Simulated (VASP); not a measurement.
Ho4Ti: single point with PBE

Crystal: Ho4Ti.

```xyz
5
Lattice="5.6700 0.0000 0.0000 0.0000 3.1780 0.0000 0.0000 0.0000 8.2340" Properties=species:S:1:pos:R:3 pbc="T T T"
Ho    0.0000    1.5890    1.6016
Ho    0.0000    1.5890    6.6323
Ho    2.8350    1.5890    4.1170
Ho    2.8350    1.5890    0.0000
Ti    0.0000    0.0000    4.1170
```

The cell was built from a structure type or drawn by symmetry, and may not be a known phase.

```json
{
  "Program": "VASP 6.6.1",
  "Task": "single point",
  "Functional": "PBE",
  "Potentials or basis": "VASP PAW PBE potentials, release 64 (Ho_3, Ti_sv), 4f in core",
  "Cutoff": "500 eV",
  "k mesh": "4 × 3 × 3",
  "Occupations": "gaussian, width 0.2 eV",
  "Spin": "no spin polarisation",
  "Dipole correction": "no",
  "Mended": "yes",
  "Further INCAR settings": "ALGO = Normal; EDIFF = 1e-06; NBANDS = 32"
}
```

| Quantity | Value |
| --- | --- |
| Pressure | -0.2 GPa |
| Largest force | 0.048 eV/Å |
| Band gap on the k mesh | zero (bands 24 and 25 overlap by 0.21 eV) |

Forces in eV/Å, atoms in the order of the input:
```
Ho   0.000  0.000  0.048
Ho   0.000  0.000 -0.048
Ho   0.000  0.000  0.000
Ho   0.000  0.000  0.000
Ti   0.000  0.000  0.000
```

Stress tensor (GPa, compression positive):
```
-0.12  0.00  0.00
 0.00  0.01  0.00
 0.00  0.00 -0.45
```

Levels at points of the mesh, in eV from the Fermi level:
| k point | band 21 | band 22 | band 23 | band 24 | band 25 | band 26 | band 27 | band 28 |
| --- | --- | --- | --- | --- | --- | --- | --- | --- |
| (0.00, 0.00, 0.00) | -1.06 | -0.95 | -0.32 | -0.11 | -0.09 | 0.32 | 0.89 | 1.01 |
| (0.50, 0.00, 0.00) | -1.62 | -0.88 | -0.34 | 0.12 | 0.14 | 0.22 | 0.42 | 1.02 |

Run time: 42 s on 1 thread of Intel(R) Xeon(R) 6975P-C (Granite Rapids), on a shared host, peak memory 0.26 GiB.

Caveat: the k points lie up to 0.66 Å⁻¹ apart; spin-orbit coupling is left out, which moves the levels of the heavy elements; the 4f electrons are frozen in the core, so they carry no moment and show no levels. Spin polarisation is off, so any magnetic state and its effect on volume and gap are missing.
